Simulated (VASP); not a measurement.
# Fe (Im-3m) in VASP: a series of runs

The runs below take Fe through single point, with BLYP+D4.

Program: VASP 6.6.1. These are calculated values, not measurements. Logs are shortened: lines on timing, memory, paths and dates and some standing lists are left out, and cuts for length are marked.

## 1. The cell of the first run

It takes space group Im-3m (No. 229, cubic). Conventional cell: a = 2.847 Å, b = 2.847 Å, c = 2.847 Å, α = 90.00°, β = 90.00°, γ = 90.00°. Within 3.3 Å of Fe (site symmetry m-3m) lie 14 Fe at 2.47 to 2.85 Å.

## 2. Single point, BLYP+D4, collinear spin, ferromagnetic start

INCAR reads:

```
SYSTEM = Fe
  PREC = Accurate
  ENCUT = 520
  EDIFF = 1E-6
  ISMEAR = -1
  SIGMA = 0.05
  LREAL = .False.
  LASPH = .True.
  NELM = 150
  ALGO = Fast
  ISIF = 2
  LWAVE = .False.
  LCHARG = .False.
  ISPIN = 2
  MAGMOM = 3
  LORBIT = 11
  LMAXMIX = 4
  GGA = B5
  ALDAX = 1.0
  AGGAX = 1.0
  AGGAC = 1.0
  ALDAC = 0.0
  IVDW = 13
  VDW_S6 = 1.0
  VDW_S8 = 2.34076671
  VDW_A1 = 0.44488865
  VDW_A2 = 4.0933009
  NBANDS = 14
```

KPOINTS reads:

```
regular mesh
0
Gamma
  13 13 13
  0 0 0
```

POSCAR reads:

```
Fe
1.0
   -1.4234976093      1.4234976093      1.4234976093
    1.4234976093     -1.4234976093      1.4234976093
    1.4234976093      1.4234976093     -1.4234976093
Fe
1
Direct
    0.0000000000      0.0000000000      0.0000000000
```

Potentials or basis: VASP PAW PBE potentials, release 64 (Fe).

Command:

```sh
> cat potpaw_PBE.64/Fe/POTCAR > POTCAR
> mpirun -np 1 vasp_std > vasp.out
```

OUTCAR:

```text
SYSTEM = Fe
   PREC = Accurate
   ENCUT = 520
   EDIFF = 1E-6
   ISMEAR = -1
   LREAL = .False.
   LASPH = .True.
   NELM = 150
   ISIF = 2
   ISPIN = 2
   LORBIT = 11
   GGA = B5
   IVDW = 13

 ion  position               nearest neighbor table
   1  0.000  0.000  0.000-

  LATTYP: Found a body centered cubic cell.
 ALAT       =     2.8469952186

  Lattice vectors:

 A1 = (  -1.4234976093,   1.4234976093,   1.4234976093)
 A2 = (   1.4234976093,  -1.4234976093,   1.4234976093)
 A3 = (   1.4234976093,   1.4234976093,  -1.4234976093)

Analysis of symmetry for initial positions (statically):
=====================================================================
 Subroutine PRICEL returns:
 Original cell was already a primitive cell.

 Routine SETGRP: Setting up the symmetry group for a
 body centered cubic supercell.

 Subroutine GETGRP returns: Found 48 space group operations
 (whereof 48 operations were pure point group operations)
 out of a pool of 48 trial point group operations.

The static configuration has the point symmetry O_h .

Analysis of symmetry for dynamics (positions and initial velocities):
=====================================================================
 Subroutine PRICEL returns:
 Original cell was already a primitive cell.

 Routine SETGRP: Setting up the symmetry group for a
 body centered cubic supercell.

 Subroutine GETGRP returns: Found 48 space group operations
 (whereof 48 operations were pure point group operations)
 out of a pool of 48 trial point group operations.

The dynamic configuration has the point symmetry O_h .

Analysis of structural, dynamic, and magnetic symmetry:
=====================================================================
 Subroutine PRICEL returns:
 Original cell was already a primitive cell.

 Routine SETGRP: Setting up the symmetry group for a
 body centered cubic supercell.

 Subroutine GETGRP returns: Found 48 space group operations
 (whereof 48 operations were pure point group operations)
 out of a pool of 48 trial point group operations.

The overall configuration has the point symmetry O_h .

 Subroutine INISYM returns: Found 48 space group operations
 (whereof 48 operations are pure point group operations),
 and found     1 'primitive' translations

----------------------------------------------------------------------------------------

                                     Primitive cell

  volume of cell :      11.5380

  direct lattice vectors                    reciprocal lattice vectors
    -1.423497609  1.423497609  1.423497609     0.000000000  0.351247516  0.351247516
     1.423497609 -1.423497609  1.423497609     0.351247516  0.000000000  0.351247516
     1.423497609  1.423497609 -1.423497609     0.351247516  0.351247516  0.000000000

  length of vectors
     2.465570184  2.465570184  2.465570184     0.496739002  0.496739002  0.496739002

  position of ions in fractional coordinates (direct lattice)
     0.000000000  0.000000000  0.000000000

  ion indices of the primitive-cell ions
   primitive index   ion index
                 1           1

----------------------------------------------------------------------------------------

 KPOINTS: regular mesh

Automatic generation of k-mesh.
 Grid dimensions read from file:
 generate k-points for:   13   13   13

 Generating k-lattice:

  Cartesian coordinates                     Fractional coordinates (reciprocal lattice)
     0.000000000  0.027019040  0.027019040     0.076923077  0.000000000  0.000000000
     0.027019040  0.000000000  0.027019040     0.000000000  0.076923077  0.000000000
     0.027019040  0.027019040  0.000000000     0.000000000  0.000000000  0.076923077

  Length of vectors
     0.038210692  0.038210692  0.038210692

  Shift w.r.t. Gamma in fractional coordinates (k-lattice)
     0.000000000  0.000000000  0.000000000

 Subroutine IBZKPT returns following result:
 ===========================================

 Found     84 irreducible k-points:

 Following reciprocal coordinates:
            Coordinates               Weight
  0.000000  0.000000  0.000000      1.000000
  0.076923  0.000000  0.000000     12.000000
  0.153846  0.000000  0.000000     12.000000
  0.230769  0.000000  0.000000     12.000000
  0.307692  0.000000  0.000000     12.000000
  0.384615  0.000000  0.000000     12.000000
[... 16 lines left out ...]
  0.153846  0.076923  0.076923     24.000000
  0.230769  0.076923  0.076923     24.000000
 [... further k-points ...]
   k-points           NKPTS =     84   k-points in BZ     NKDIM =     84   number of bands    NBANDS=     14
   number of dos      NEDOS =    301   number of ions     NIONS =      1
   total plane-waves  NPLWV =   5832
   dimension x,y,z NGX =    18 NGY =   18 NGZ =   18
   dimension x,y,z NGXF=    36 NGYF=   36 NGZF=   36
   ions per type =               1
   NGX,Y,Z   is equivalent  to a cutoff of  12.14, 12.14, 12.14 a.u.
   NGXF,Y,Z  is equivalent  to a cutoff of  24.27, 24.27, 24.27 a.u.
 SYSTEM =  Fe
   PREC   = accura    normal or accurate (medium, high low for compatibility)
   ISTART =      0    job   : 0-new  1-cont  2-samecut
   ICHARG =      2    charge: 1-file 2-atom 10-const
   ISPIN  =      2    spin polarized calculation?
   LNONCOLLINEAR =      F non collinear calculations
   LSORBIT =      F    spin-orbit coupling
   LASPH  =      T    aspherical Exc in radial PAW
   ENCUT  =  520.0 eV  38.22 Ry    6.18 a.u.   4.58  4.58  4.58*2*pi/ulx,y,z
   NELM   =    150;   NELMIN=  2; NELMDL= -5     # of ELM steps
   EDIFF  = 0.1E-05   stopping-criterion for ELM
   LREAL  =      F    real-space projection
   EDIFFG = 0.1E-04   stopping-criterion for IOM
   NSW    =      0    number of steps for IOM
   IBRION =     -1    ionic relax: 0-MD 1-quasi-New 2-CG
   NFREE  =      0    steps in history (QN), initial steepest desc. (CG)
   ISIF   =      2    stress and relaxation
   ISYM   =      2    0-nonsym 1-usesym 2-fastsym
   POTIM  = 0.5000    time-step for ionic-motion
   TEBEG  =    0.0;   TEEND  =   0.0 temperature during run
   PSTRESS=    0.0 pullay stress
   NELECT =       8.0000    total number of electrons
   NUPDOWN=      -1.0000    fix difference up-down
   EMIN   =  10.00;   EMAX   =-10.00  energy-range for DOS
   EFERMI =   0.00;   METHOD = LEGACY
   ISMEAR =    -1;   SIGMA  =   0.05  broadening in eV -4-tet -1-fermi 0-gaus
   EFERMI_NEDOS =   21; number of points for ismear=-14 and -15
   IALGO  =     68    algorithm
   IMIX   =      4    mixing-type and parameters
     AMIX     =   0.40;   BMIX     =  1.00
     AMIX_MAG =   1.60;   BMIX_MAG =  1.00
  volume/ion in A,a.u.               =      11.54        77.86
  Fermi-wavevector in a.u.,A,eV,Ry     =   1.448977  2.738169 28.565890  2.099534
  Thomas-Fermi vector in A             =   2.566756
   LORBIT       =     11    0 simple, 1 ext, 2 COOP (PROOUT), +10 PAW based schemes
   GGA     = B5    functional components
   LHFCALC =     F    Hartree Fock is set to
   AEXX    =    0.0000 exact exchange contribution
   IVDW    =    13    specifies the selected vdW correction
   LEPSILON=     F    determine dielectric tensor
   LRPA    =     F    only Hartree local field effects (RPA)
 spin polarized calculation
 RMM-DIIS sequential band-by-band and
  energy-cutoff  :      520.00
  volume of cell :       11.54
 maximum number of plane-waves:       321
   NGX =  9   NGY =  9   NGZ =  9

 number of electron       8.0000006 magnetization       2.1275099

 Free energy of the ion-electron system (eV)
  ---------------------------------------------------
  ext. energy  EPLUGINS =         0.00000000
  ---------------------------------------------------
  free energy    TOTEN  =        -7.17591110 eV

  energy without entropy =       -7.16663245  energy(sigma->0) =       -7.17127177

 E-fermi :   6.1600     XC(G=0): -12.4195

 val. band max:        6.1527616557   @ k =  -0.3846   0.4615   0.1538
 cond. band min:       6.1618677173   @ k =   0.3846   0.0000   0.0000
 fundamental gap:      0.0091060617
 Fermi energy:         6.1600436798

 spin component 1

 k-point     1 :       0.0000    0.0000    0.0000
  band No.  band energies     occupation
      1      -2.0186      1.00000
      2       3.9064      1.00000
      3       3.9064      1.00000
      4       3.9064      1.00000
      5       5.0899      1.00000
      6       5.0899      1.00000
      7      31.3243      0.00000
      8      31.3243      0.00000
      9      31.3243      0.00000
     10      36.3255      0.00000
     11      36.3255      0.00000
     12      38.3536      0.00000
     13      38.3544      0.00000
     14      38.3544      0.00000
[... 375 lines left out ...]
 k-point    24 :       0.2308    0.0769    0.0769
  band No.  band energies     occupation
      1       1.3227      1.00000
      2       3.1066      1.00000
      3       3.5343      1.00000
      4       5.0476      1.00000
      5       5.1910      1.00000
      6       6.3343      0.02975
      7      19.5938      0.00000
      8      23.7084      0.00000
      9      25.3314      0.00000
     10      33.0054      0.00000
     11      36.8165      0.00000
     12      39.1195      0.00000
     13      41.0067      0.00000
     14      44.2833      0.00000

 [... further k-points ...]

 spin component 2

 k-point     1 :       0.0000    0.0000    0.0000
  band No.  band energies     occupation
      1      -1.8673      1.00000
      2       5.6636      0.99995
      3       5.6637      0.99995
      4       5.6637      0.99995
      5       7.7211      0.00000
      6       7.7213      0.00000
      7      31.0932      0.00000
      8      31.0932      0.00000
      9      31.0932      0.00000
     10      36.5765      0.00000
     11      36.5765      0.00000
     12      39.3751      0.00000
     13      39.3752      0.00000
     14      39.3752      0.00000
[... 375 lines left out ...]
 k-point    24 :       0.2308    0.0769    0.0769
  band No.  band energies     occupation
      1       1.7686      1.00000
      2       4.7061      1.00000
      3       4.9959      1.00000
      4       7.5182      0.00000
      5       7.8355      0.00000
      6       8.1390      0.00000
      7      20.2955      0.00000
      8      24.0896      0.00000
      9      25.9549      0.00000
     10      33.0434      0.00000
     11      37.3448      0.00000
     12      39.3706      0.00000
     13      41.2929      0.00000
     14      44.7277      0.00000

 [... further k-points ...]

------------------------ aborting loop because EDIFF is reached ----------------------------------------

  DFT-D4 for vdW energy calculation

  Edisp (eV):   -0.66695

  FORCE on cell =-STRESS in cart. coord.  units (eV):
  Direction    XX          YY          ZZ          XY          YZ          ZX
  --------------------------------------------------------------------------------------
  -------------------------------------------------------------------------------------
  Total      -0.34873    -0.34873    -0.34873     0.00000     0.00000    -0.00000
  in kB     -48.42555   -48.42555   -48.42555     0.00000     0.00000    -0.00000
  external pressure =      -48.43 kB  Pullay stress =        0.00 kB

 VOLUME and BASIS-vectors are now :
 -----------------------------------------------------------------------------
  energy-cutoff  :      520.00
  volume of cell :       11.54
      direct lattice vectors                 reciprocal lattice vectors
    -1.423497609  1.423497609  1.423497609     0.000000000  0.351247516  0.351247516
     1.423497609 -1.423497609  1.423497609     0.351247516  0.000000000  0.351247516
     1.423497609  1.423497609 -1.423497609     0.351247516  0.351247516  0.000000000

 POSITION                                       TOTAL-FORCE (eV/Angst)
 -----------------------------------------------------------------------------------
      0.00000      0.00000      0.00000        -0.000000      0.000000     -0.000000
 -----------------------------------------------------------------------------------
    total drift:                                0.000000     -0.000000      0.000000

  FREE ENERGIE OF THE ION-ELECTRON SYSTEM (eV)
  ---------------------------------------------------
  free  energy   TOTEN  =        -7.8428565963 eV

  energy  without entropy=       -7.8335779497  energy(sigma->0) =       -7.83821727

 total charge

# of ion       s       p       d       tot
------------------------------------------
    1        0.481   0.509   6.289   7.278

 magnetization (x)

# of ion       s       p       d       tot
------------------------------------------
    1       -0.015  -0.054   2.193   2.125
```

Wall time 70 s (1 thread of AMD EPYC 7R13, shared host); peak memory 0.11 GiB.

Results:

```
Free energy                                           : -7.8429 eV
Pressure                                              : -4.8 GPa
Net moment                                            : 2.13 μB per cell
Site moments                                          : Fe +2.12 μB
Valence electrons inside the program's atomic spheres : Fe 7.28
Dispersion energy per atom                            : -0.667 eV
```

Levels at points of the mesh, in eV from the Fermi level:
Spin up:
```
           k point  band 1  band 2  band 3  band 4  band 5  band 6  band 7  band 8  band 9  band 10
(0.00, 0.00, 0.00)   -8.18   -2.25   -2.25   -2.25   -1.07   -1.07   25.16   25.16   25.16    30.17
```
Spin down:
| k point | band 1 | band 2 | band 3 | band 4 | band 5 | band 6 | band 7 | band 8 |
| --- | --- | --- | --- | --- | --- | --- | --- | --- |
| (0.00, 0.00, 0.00) | -8.03 | -0.50 | -0.50 | -0.50 | 1.56 | 1.56 | 24.93 | 24.93 |

Caveat: the cell stands under tension; the PAW data sets were made with another functional, which shifts forces and pressure a little.

## 3. Single point, BLYP+D4, collinear spin, ferromagnetic start

This run uses another cell than the first one, of 11.78 Å³/atom.

INCAR reads:

```
SYSTEM = Fe
AGGAC    = 1.0          
AGGAX    = 1.0          
ALDAC    = 0.0          
ALDAX    = 1.0          
ALGO     = Fast           ! electronic algorithm
EDIFF    = 1E-6           ! SCF threshold, eV
ENCUT    = 520            ! plane-wave cutoff, eV
GGA      = B5             ! functional
ISIF     = 2              ! what is computed and relaxed
ISMEAR   = -1             ! smearing method
ISPIN    = 2              ! spin polarisation
IVDW     = 13             ! dispersion correction
LASPH    = .TRUE.         ! aspherical terms in the spheres
LCHARG   = .FALSE.        ! write CHGCAR
LMAXMIX  = 4              ! l up to which the mixer works
LORBIT   = 11             ! projections on sites
LREAL    = .FALSE.        ! projectors in reciprocal space
LWAVE    = .FALSE.        ! write WAVECAR
MAGMOM   = 3              ! initial moments
NBANDS   = 14             ! bands
NELM     = 150            ! most SCF steps
PREC     = Accurate       ! precision mode
SIGMA    = 0.05           ! smearing width, eV
VDW_A1   = 0.44488865   
VDW_A2   = 4.0933009    
VDW_S6   = 1.0          
VDW_S8   = 2.34076671
```

KPOINTS reads:

```
k-points
0
G
  13 13 13
  0 0 0
```

POSCAR reads:

```
Fe
1.0
   -1.4333151444      1.4333151444      1.4333151444
    1.4333151444     -1.4333151444      1.4333151444
    1.4333151444      1.4333151444     -1.4333151444
Fe
1
Direct
    0.0000000000      0.0000000000      0.0000000000
```

Potentials or basis: VASP PAW PBE potentials, release 64 (Fe).

Command:

```sh
> cat potpaw_PBE.64/Fe/POTCAR > POTCAR
> mpirun -np 1 vasp_std > vasp.out
```

Wall time 75 s (1 thread of AMD EPYC 7R13, shared host); peak memory 0.11 GiB.

The run converged. Its results:

* Free energy: -7.8330 eV
* Pressure: -8.2 GPa
* Net moment: 2.17 μB per cell
* Site moments: Fe +2.17 μB
* Valence electrons inside the program's atomic spheres: Fe 7.24
* Dispersion energy per atom: -0.653 eV

Levels at points of the mesh, in eV from the Fermi level:
Spin up:
```tsv
k point	band 3	band 4	band 5	band 6	band 7	band 8
(0.00, 0.00, 0.00)	-2.21	-2.21	-1.06	-1.06	24.97	24.97
```
Spin down:
| k point | band 1 | band 2 | band 3 | band 4 | band 5 | band 6 |
| --- | --- | --- | --- | --- | --- | --- |
| (0.00, 0.00, 0.00) | -7.90 | -0.41 | -0.41 | -0.41 | 1.60 | 1.60 |

Caveat: the cell stands under tension; the PAW data sets were made with another functional, which shifts forces and pressure a little.

[end of part 1 of 2]
